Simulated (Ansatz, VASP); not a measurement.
**InP: VASP beside Ansatz**

File INCAR:

```
SYSTEM = InP
  PREC = Accurate
  ENCUT = 520
  EDIFF = 1E-7
  ISMEAR = 0
  SIGMA = 0.15
  LREAL = .False.
  LASPH = .True.
  NELM = 60
  ALGO = Normal
  ISIF = 2
  LWAVE = .False.
  LCHARG = .False.
  GGA = PE
  NBANDS = 16
```

The input KPOINTS:

```
Automatic mesh
0
Gamma
  20 20 20
  0 0 0
```

The input POSCAR:

```
InP
1.0
    0.0000000000      2.8421348756      2.8421348756
    2.8421348756      0.0000000000      2.8421348756
    2.8421348756      2.8421348756      0.0000000000
In P
1 1
Direct
    0.0000000000      0.0000000000      0.0000000000
    0.5000000000      0.5000000000      0.5000000000
```

Input for Ansatz:

```yaml
crystal:
  lattice:
    - [0.0, 2.8421348756, 2.8421348756]
    - [2.8421348756, 0.0, 2.8421348756]
    - [2.8421348756, 2.8421348756, 0.0]
  atoms:
    - { symbol: In, position: [0.0, 0.0, 0.0] }
    - { symbol: P, position: [0.5, 0.5, 0.5] }
basis:
  ecutwfc: 420
kpoints:
  mp_grid: { grid: [20, 20, 20] }
hamiltonian:
  xc: pbe
scf:
  occupations: { method: gaussian, width: 0.15 }
output:
  forces: true
  stress: true
  eigenvalues: true
```

Alike in both runs: task single point; functional PBE; k mesh 20 × 20 × 20; occupations gaussian, width 0.15 eV; no spin polarisation.

```csv
,VASP,Ansatz
version,VASP 6.6.1,Ansatz 0.2.0
potentials or method,"VASP PAW PBE potentials, release 64 (In_d, P), cutoff 520 eV","scalar-relativistic, plane waves, PAW"
valence electrons in the cell,18,18
```

|  | VASP | Ansatz | Ansatz less VASP |
| --- | --- | --- | --- |
| gap on the k mesh at the Fermi level (eV) | none | none | - |
| pressure (GPa) | -4.7 | -4.7 | +0.03 |

A gap of «none» marks a metal or a gap that the smearing closes.
